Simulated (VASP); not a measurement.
Wanted: the native input for a VASP 6.6.1 run.

| Property | Result |
| --- | --- |
| Task | single point |
| Functional | PBE |
| Potentials or basis | VASP PAW PBE potentials, release 64 (Al, N) |
| Cutoff | 520 eV |
| k mesh | 8 × 6 × 4 |
| Occupations | gaussian, width 0.05 eV |
| Spin | no spin polarisation |
| Dipole correction | no |
| Further INCAR settings | ALGO = Normal; EDIFF = 1e-06; NBANDS = 26 |

The structure of AlN lies in POSCAR:

```
AlN
1.0
   -1.6567491617      2.8695737234      0.0000000000
    0.0000000000      0.0000000000      4.1874629526
    4.9702474850      2.8695737234      0.0000000000
Al N
4 4
Direct
    0.7077794332      0.7500000000      0.1345230765
    0.0000000000      0.7500000000      0.6666666667
    0.0000000000      0.2500000000      0.3333333333
    0.5000000000      0.2500000000      0.8333333333
    0.5000000000      0.2500000000      0.1666666667
    0.0000000000      0.2500000000      0.6666666667
    0.0000000000      0.7500000000      0.3333333333
    0.5000000000      0.7500000000      0.8333333333
```

This cell differs from its parent crystal: atom 1 (Al) moved by -0.504 Å along [1 0 0] and +0.504 Å along [1 2 0].

These files were run (other wordings do the same):

INCAR

```
SYSTEM = AlN
PREC = Accurate
ENCUT = 520
EDIFF = 1E-6
ISMEAR = 0
SIGMA = 0.05
LREAL = .FALSE.
LASPH = .TRUE.
NELM = 60
ALGO = Normal
ISIF = 2
LWAVE = .FALSE.
LCHARG = .FALSE.
GGA = PE
NBANDS = 26
```

KPOINTS

```
Automatic mesh
0
G
  8 6 4
  0 0 0
```

Potentials or basis: VASP PAW PBE potentials, release 64 (Al, N).

Launch:

```bash
$ cat potpaw_PBE.64/Al/POTCAR potpaw_PBE.64/N/POTCAR > POTCAR
$ mpirun -np 1 vasp_std > vasp.out
```

It gave:

The pressure is 13.7 GPa and the largest force is 14.057 eV/Å. The band gap on the k mesh is 2.27 eV.

Caveat: the cell differs from its parent crystal (atom 1 (Al) moved by -0.504 Å along [1 0 0] and +0.504 Å along [1 2 0]); the cell stands under pressure; forces of over 1 eV/Å act on the atoms, so gaps and moduli don't describe the material at rest.

Run time: 3.4 min on 1 thread of Intel Xeon 8259CL, with other jobs on the host, peak memory 0.26 GiB.
